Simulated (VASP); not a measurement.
# MgS (Niningerite) (Fm-3m) in VASP: a series of runs

MgS (Niningerite) is run at these levels: PBE, revPBE+D3(BJ), revPBE+D4, BLYP+D3(BJ), BLYP+D4; tasks: single point, relaxation of cell and atoms.

Program: VASP 6.6.1. These are calculated values, not measurements. Logs are shortened: lines on timing, memory, paths and dates and some standing lists are left out, and cuts for length are marked.

## 1. The cell of the first run

It takes space group Fm-3m (No. 225, cubic). Conventional cell: a = 5.203 Å, b = 5.203 Å, c = 5.203 Å, α = 90.00°, β = 90.00°, γ = 90.00°. S (site symmetry m-3m) has 6 Mg at 2.60 Å within 3.4 Å. Within 3.4 Å of Mg (site symmetry m-3m) lie 6 S at 2.60 Å.

## 2. Single point, PBE

Input file INCAR:

```
SYSTEM = MgS
ALGO = Normal ; EDIFF = 1E-6
ENCUT = 520 ; GGA = PE
ISIF = 2 ; ISMEAR = 0
LASPH = .TRUE. ; LCHARG = .TRUE.
LELF = .TRUE. ; LREAL = .FALSE.
LVHAR = .TRUE. ; LWAVE = .FALSE.
NBANDS = 11 ; NELM = 100
PREC = Accurate ; SIGMA = 0.03
```

Input file KPOINTS:

```
k-points
0
G
  9 9 9
  0 0 0
```

Input file POSCAR:

```
MgS
1.0
    0.0000000000      2.6016500000      2.6016500000
    2.6016500000      0.0000000000      2.6016500000
    2.6016500000      2.6016500000      0.0000000000
S Mg
1 1
Direct
    0.5000000000      0.5000000000      0.5000000000
    0.0000000000      0.0000000000      0.0000000000
```

Potentials or basis: VASP PAW PBE potentials, release 64 (S, Mg).

Command:

```bash
$ cat potpaw_PBE.64/S/POTCAR potpaw_PBE.64/Mg/POTCAR > POTCAR
$ mpirun -np 1 vasp_std > vasp.out
```

OUTCAR:

```text
SYSTEM = MgS
   EDIFF = 1E-6
   ENCUT = 520
   GGA = PE
   ISIF = 2
   ISMEAR = 0
   LASPH = .TRUE.
   LREAL = .FALSE.
   NELM = 100
   PREC = Accurate

 ion  position               nearest neighbor table
   1  0.500  0.500  0.500-   2 2.60   2 2.60   2 2.60   2 2.60   2 2.60   2 2.60
   2  0.000  0.000  0.000-   1 2.60   1 2.60   1 2.60   1 2.60   1 2.60   1 2.60

  LATTYP: Found a face centered cubic cell.
 ALAT       =     5.2033000000

  Lattice vectors:

 A1 = (   0.0000000000,   2.6016500000,   2.6016500000)
 A2 = (   2.6016500000,   0.0000000000,   2.6016500000)
 A3 = (   2.6016500000,   2.6016500000,   0.0000000000)

Analysis of symmetry for initial positions (statically):
[... 33 lines left out ...]
                                     Primitive cell

  volume of cell :      35.2190

  direct lattice vectors                    reciprocal lattice vectors
     0.000000000  2.601650000  2.601650000    -0.192185728  0.192185728  0.192185728
     2.601650000  0.000000000  2.601650000     0.192185728 -0.192185728  0.192185728
     2.601650000  2.601650000  0.000000000     0.192185728  0.192185728 -0.192185728

  length of vectors
     3.679288715  3.679288715  3.679288715     0.332875446  0.332875446  0.332875446

  position of ions in fractional coordinates (direct lattice)
[... 8 lines left out ...]
----------------------------------------------------------------------------------------

 KPOINTS: k-points

Automatic generation of k-mesh.
 Grid dimensions read from file:
 generate k-points for:    9    9    9

 Generating k-lattice:

  Cartesian coordinates                     Fractional coordinates (reciprocal lattice)
    -0.021353970  0.021353970  0.021353970     0.111111111  0.000000000  0.000000000
     0.021353970 -0.021353970  0.021353970     0.000000000  0.111111111  0.000000000
     0.021353970  0.021353970 -0.021353970     0.000000000  0.000000000  0.111111111

  Length of vectors
     0.036986161  0.036986161  0.036986161

  Shift w.r.t. Gamma in fractional coordinates (k-lattice)
     0.000000000  0.000000000  0.000000000

 Subroutine IBZKPT returns following result:
 ===========================================

 Found     35 irreducible k-points:

 Following reciprocal coordinates:
            Coordinates               Weight
  0.000000  0.000000  0.000000      1.000000
  0.111111  0.000000  0.000000      8.000000
  0.222222  0.000000  0.000000      8.000000
  0.333333  0.000000  0.000000      8.000000
  0.444444  0.000000  0.000000      8.000000
  0.111111  0.111111  0.000000      6.000000
[... 16 lines left out ...]
 -0.333333  0.333333  0.000000     12.000000
  0.444444  0.444444  0.000000      6.000000
 [... further k-points ...]
   k-points           NKPTS =     35   k-points in BZ     NKDIM =     35   number of bands    NBANDS=     11
   number of dos      NEDOS =    301   number of ions     NIONS =      2
   total plane-waves  NPLWV =  21952
   dimension x,y,z NGX =    28 NGY =   28 NGZ =   28
   dimension x,y,z NGXF=    56 NGYF=   56 NGZF=   56
   ions per type =               1   1
   NGX,Y,Z   is equivalent  to a cutoff of  12.65, 12.65, 12.65 a.u.
   NGXF,Y,Z  is equivalent  to a cutoff of  25.30, 25.30, 25.30 a.u.
 SYSTEM =  MgS
   PREC   = accura    normal or accurate (medium, high low for compatibility)
   ISTART =      0    job   : 0-new  1-cont  2-samecut
   ICHARG =      2    charge: 1-file 2-atom 10-const
   ISPIN  =      1    spin polarized calculation?
   LNONCOLLINEAR =      F non collinear calculations
   LSORBIT =      F    spin-orbit coupling
   LASPH  =      T    aspherical Exc in radial PAW
   ENCUT  =  520.0 eV  38.22 Ry    6.18 a.u.   6.84  6.84  6.84*2*pi/ulx,y,z
   NELM   =    100;   NELMIN=  2; NELMDL= -5     # of ELM steps
   EDIFF  = 0.1E-05   stopping-criterion for ELM
   LREAL  =      F    real-space projection
   EDIFFG = 0.1E-04   stopping-criterion for IOM
   NSW    =      0    number of steps for IOM
   IBRION =     -1    ionic relax: 0-MD 1-quasi-New 2-CG
[... 8 lines left out ...]
   EMIN   =  10.00;   EMAX   =-10.00  energy-range for DOS
   EFERMI =   0.00;   METHOD = LEGACY
   ISMEAR =     0;   SIGMA  =   0.03  broadening in eV -4-tet -1-fermi 0-gaus
   EFERMI_NEDOS =   21; number of points for ismear=-14 and -15
   IALGO  =     38    algorithm
   IMIX   =      4    mixing-type and parameters
     AMIX     =   0.40;   BMIX     =  1.00
     AMIX_MAG =   1.60;   BMIX_MAG =  1.00
  volume/ion in A,a.u.               =      17.61       118.83
  Fermi-wavevector in a.u.,A,eV,Ry     =   0.998878  1.887606 13.575323  0.997758
  Thomas-Fermi vector in A             =   2.131131
   LORBIT       =      0    0 simple, 1 ext, 2 COOP (PROOUT), +10 PAW based schemes
   GGA     = PE    functional components
   LHFCALC =     F    Hartree Fock is set to
   AEXX    =    0.0000 exact exchange contribution
   IVDW    =     0    specifies the selected vdW correction
   LEPSILON=     F    determine dielectric tensor
   LRPA    =     F    only Hartree local field effects (RPA)
 non-spin polarized calculation
 Gauss-broadening in eV      SIGMA  =   0.03
  energy-cutoff  :      520.00
  volume of cell :       35.22
 maximum number of plane-waves:       958
   NGX = 13   NGY = 13   NGZ = 13

 number of electron       8.0000000 magnetization

 Free energy of the ion-electron system (eV)
  ---------------------------------------------------
  ext. energy  EPLUGINS =         0.00000000
  ---------------------------------------------------
  free energy    TOTEN  =        -8.50202859 eV

  energy without entropy =       -8.50202859  energy(sigma->0) =       -8.50202859

 E-fermi :   3.8946     XC(G=0):  -9.6883

 val. band max:        3.7250049857   @ k =   0.0000   0.0000   0.0000
 cond. band min:       6.6304625085   @ k =   0.4444   0.4444   0.0000
 fundamental gap:      2.9054575228
 Fermi energy:         3.8946176753

 k-point     1 :       0.0000    0.0000    0.0000
  band No.  band energies     occupation
      1      -8.9418      2.00000
      2       3.7250      2.00000
      3       3.7250      2.00000
      4       3.7250      2.00000
      5       7.4352      0.00000
      6      11.6798      0.00000
      7      11.6798      0.00000
      8      11.6798      0.00000
      9      14.0749      0.00000
     10      14.0749      0.00000
     11      16.2633      0.00000
[... 309 lines left out ...]
 k-point    24 :       0.4444    0.4444    0.0000
  band No.  band energies     occupation
      1      -7.3314      2.00000
      2      -0.3721      2.00000
      3       2.0815      2.00000
      4       2.0815      2.00000
      5       6.6305      0.00000
      6       8.1832      0.00000
      7      15.3721      0.00000
      8      16.4282      0.00000
      9      16.7273      0.00000
     10      16.7273      0.00000
     11      19.9795      0.00000

 [... further k-points ...]
[... 5 lines left out ...]
  --------------------------------------------------------------------------------------
  -------------------------------------------------------------------------------------
  Total        0.1887752      0.1887752      0.1887752      0.0000000     -0.0000000      0.0000000
  in kB        8.5877423      8.5877423      8.5877423      0.0000000     -0.0000000      0.0000000
  external PRESSURE =       8.5877423 kB  Pullay stress =       0.0000000 kB

 VOLUME and BASIS-vectors are now :
 -----------------------------------------------------------------------------
  energy-cutoff  :      520.00
  volume of cell :       35.22
      direct lattice vectors                 reciprocal lattice vectors
     0.000000000  2.601650000  2.601650000    -0.192185728  0.192185728  0.192185728
     2.601650000  0.000000000  2.601650000     0.192185728 -0.192185728  0.192185728
     2.601650000  2.601650000  0.000000000     0.192185728  0.192185728 -0.192185728

 POSITION                                       TOTAL-FORCE (eV/Angst)
 -----------------------------------------------------------------------------------
      2.60165      2.60165      2.60165        -0.000000      0.000000      0.000000
      0.00000      0.00000      0.00000         0.000000     -0.000000     -0.000000
 -----------------------------------------------------------------------------------
    total drift:                                0.000000      0.000000      0.000000

  FREE ENERGIE OF THE ION-ELECTRON SYSTEM (eV)
  ---------------------------------------------------
  free  energy   TOTEN  =        -8.5020285913 eV

  energy  without entropy=       -8.5020285913  energy(sigma->0) =       -8.50202859
```

It took 7.6 s on 1 thread of AMD EPYC 9R45 (Zen 5), shared host; peak memory 0.13 GiB.

Results:

- Free energy: -8.5020 eV
- Pressure: 0.9 GPa
- Band gap on the k mesh: 2.91 eV, indirect (least direct gap 3.71 eV)

Levels at points of the mesh, in eV from the valence-band top:
```tsv
k point	band 1	band 2	band 3	band 4	band 5	band 6	band 7	band 8	band 9
(0.00, 0.00, 0.00)	-12.67	0.00	0.00	0.00	3.71	7.95	7.95	7.95	10.35
```

A k mesh can miss the band edges. Expect the measured gap to be larger: semilocal functionals such as PBE lack the derivative discontinuity.

(Continued in part 2 of 3.)
